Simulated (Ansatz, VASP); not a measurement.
# Two plane-wave programs on TiB2

Contents of INCAR:

```
SYSTEM = TiB2
ALGO     = Normal         ! electronic algorithm
EDIFF    = 1E-6           ! SCF threshold, eV
EDIFFG   = -0.05          ! ionic threshold
ENCUT    = 600            ! plane-wave cutoff, eV
IBRION   = 2              ! ionic algorithm
ISIF     = 3              ! what is computed and relaxed
ISMEAR   = 0              ! smearing method
LASPH    = .True.         ! aspherical terms in the spheres
LCHARG   = .False.        ! write CHGCAR
LREAL    = .False.        ! projectors in reciprocal space
LWAVE    = .False.        ! write WAVECAR
NELM     = 60             ! most SCF steps
NSW      = 100            ! ionic steps
PREC     = Accurate       ! precision mode
SIGMA    = 0.1            ! smearing width, eV
```

File KPOINTS:

```
k-points
0
Gamma
  9 9 6
  0 0 0
```

The input POSCAR:

```
TiB2
1.0
    3.0292000000      0.0000000000      0.0000000000
   -1.5146000000      2.6233641531      0.0000000000
    0.0000000000      0.0000000000      3.2284000000
Ti B
1 2
Direct
    0.0000000000      0.0000000000      0.0000000000
    0.3333333333      0.6666666667      0.5000000000
    0.6666666667      0.3333333333      0.5000000000
```

Input for Ansatz:

```yaml
crystal:
  lattice:
    - [3.0292, 0.0, 0.0]
    - [-1.5146, 2.6233641531, 0.0]
    - [0.0, 0.0, 3.2284]
  atoms:
    - { symbol: Ti, position: [0.0, 0.0, 0.0] }
    - { symbol: B, position: [0.3333333333, 0.6666666667, 0.5] }
    - { symbol: B, position: [0.6666666667, 0.3333333333, 0.5] }
basis:
  ecutwfc: 420
kpoints:
  mp_grid: { grid: [9, 9, 6] }
hamiltonian:
  xc: lda
scf:
  occupations: { method: gaussian, width: 0.1 }
output:
  forces: true
  stress: true
  eigenvalues: true
relax:
  adjacent_minimum: "off"
  f_tol: 0.05
  max_steps: 80
  cell: { stress_tol: 0.5 }
```

Alike in both runs: task relaxation of cell and atoms; functional LDA; k mesh 9 × 9 × 6; occupations gaussian, width 0.1 eV; no spin polarisation.

|  | VASP | Ansatz |
| --- | --- | --- |
| version | VASP 6.6.1 | Ansatz 0.2.0 |
| potentials or method | VASP PAW LDA potentials, release 64 (Ti_sv, B), cutoff 600 eV | scalar-relativistic, plane waves, PAW |
| valence electrons in the cell | 18 | 18 |

|  | VASP | Ansatz | Ansatz less VASP |
| --- | --- | --- | --- |
| gap on the k mesh at the Fermi level, each at its own relaxed structure (eV) | none | none | - |
| relaxed volume (Å³/atom) | 8.18 | 8.18 | -0.008 |
| relaxed length of the cell vector where the two differ most in proportion (Å) | 3.159 | 3.157 | -0.0013 |

LDA's correlation is that of Perdew and Zunger in VASP and of Perdew and Wang (1992) in Ansatz. A gap of «none» marks a metal or a gap that the smearing closes.
